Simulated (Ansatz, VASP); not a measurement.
Two plane-wave programs on La

INCAR

```
SYSTEM = La
PREC = Accurate
ENCUT = 520
EDIFF = 1E-6
ISMEAR = -1
SIGMA = 0.1
LREAL = .FALSE.
LASPH = .TRUE.
NELM = 100
ALGO = Normal
ISIF = 2
LWAVE = .FALSE.
LCHARG = .FALSE.
GGA = RP
NBANDS = 12
```

KPOINTS

```
Automatic mesh
0
G
  11 11 11
  0 0 0
```

File POSCAR:

```
La
1.0
    0.0000000000      2.6223949423      2.6223949423
    2.6223949423      0.0000000000      2.6223949423
    2.6223949423      2.6223949423      0.0000000000
La
1
Direct
    0.0000000000      0.0000000000      0.0000000000
```

Input for Ansatz:

```yaml
crystal:
  lattice:
    - [0.0, 2.6223949423, 2.6223949423]
    - [2.6223949423, 0.0, 2.6223949423]
    - [2.6223949423, 2.6223949423, 0.0]
  atoms:
    - { symbol: La, position: [0.0, 0.0, 0.0] }
hamiltonian:
  xc: rpbe
  pseudopotentials:
    kind: paw
    azcp:
      La: "pseudopotentials/La.paw.azcp"
basis:
  ecutwfc: 420
  fft_grid_basis: typed
kpoints:
  mp_grid: { grid: [11, 11, 11], shift: [0, 0, 0] }
magnetization:
  spin_polarized: false
scf:
  occupations: { method: fermi_dirac, width: 0.1 }
  lower_state_search: "off"
output:
  stress: true
  write_density: true
  write_potential: true
  elf: true
  volumetric_format: npy
```

Alike in both runs: task single point; functional RPBE; k mesh 11 × 11 × 11; occupations fermi-dirac, width 0.1 eV; no spin polarisation.

|  | VASP | Ansatz |
| --- | --- | --- |
| version | VASP 6.6.1 | Ansatz 0.2.0 |
| potentials or method | VASP PAW PBE potentials, release 64 (La), cutoff 520 eV | plane waves (420 eV) with PAW, scalar-relativistic |
| valence electrons in the cell | 11 | 11 |

Ansatz gave:

- pressure (GPa): 2.0

Task: Which values does VASP return?

Result: Pressure (GPa): 2.1.

VASP's potentials were made for PBE, not for RPBE.

Spin-orbit coupling is off throughout.
